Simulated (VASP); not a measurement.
ZnS:

```
Zn S
1.0
     3.88574    0.00000    0.00000
    -1.94287    3.36515    0.00000
     0.00000    0.00000    6.35627
Zn S
2 2
Direct
  0.66667 0.33333 0.50000
  0.33333 0.66667 0.00000
  0.66667 0.33333 0.88500
  0.33333 0.66667 0.38500
```

Base run:

| Property | Result |
| --- | --- |
| Program | VASP 6.6.1 |
| Functional | r2SCAN |
| Dispersion | D4 |
| Potentials or basis | VASP PAW PBE potentials, release 64 (Zn, S) |
| Cutoff | 520 eV |
| k mesh | 8 × 8 × 5 |
| Occupations | fermi-dirac, width 0.05 eV |
| Spin | no spin polarisation |

Its results: band gap on the k mesh 2.54 eV; pressure -4.7 GPa; largest force 0.240 eV/Å.

Q: The run is repeated on the same cell with these changes: functional from r2SCAN to RPBE; dispersion from D4 to none. What comes out?

A: Band gap on the k mesh 2.15 eV; pressure 0.8 GPa; largest force 0.263 eV/Å.

Several settings changed at once.

Caveats: the PAW data sets were made with another functional, which shifts forces and pressure a little; the cell stands under tension (at least some runs).

